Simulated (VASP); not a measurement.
Runs of VASP 6.6.1 on Ti. The structure is that of space group Fm-3m (No. 225), or close to it. The cells are those of the table. 

```csv
task,cell,k mesh,cutoff (eV),smearing,gap on the mesh (eV),pressure (GPa),relaxed volume (Å³/atom)
single point,"a = 2.816 Å, angles 60.0°, 1 atom",20 × 20 × 20,520,fermi-dirac 0.15 eV,none,2.3,-
relaxation of cell and atoms,"relaxed from a = 2.871 Å, angles 60.0°, 1 atom",18 × 18 × 18,600,gaussian 0.1 eV,none,0.0,(b)
single point,"a = 2.829 Å, angles 60.0°, 1 atom",18 × 18 × 18,520,gaussian 0.1 eV,none,-0.2,-
relaxation of cell and atoms,"relaxed from a = 2.829 Å, angles 60.0°, 1 atom",20 × 20 × 20,600,fermi-dirac 0.15 eV,none,0.0,16.08
single point,"a = 2.854 Å, angles 60.0°, 1 atom",20 × 20 × 20,520,fermi-dirac 0.15 eV,none,-2.4,-
single point,"a = 2.835 Å, angles 60.0°, 1 atom",20 × 20 × 20,520,fermi-dirac 0.15 eV,none,(a),-
```

Alike in all rows: level LDA; potentials or basis VASP PAW LDA potentials, release 64 (Ti_sv); no spin polarisation.

Question: Estimate the missing entries.

Answer: (a) -0.5; (b) 15.99.

A gap of «none» marks levels without a gap at the run's occupations.
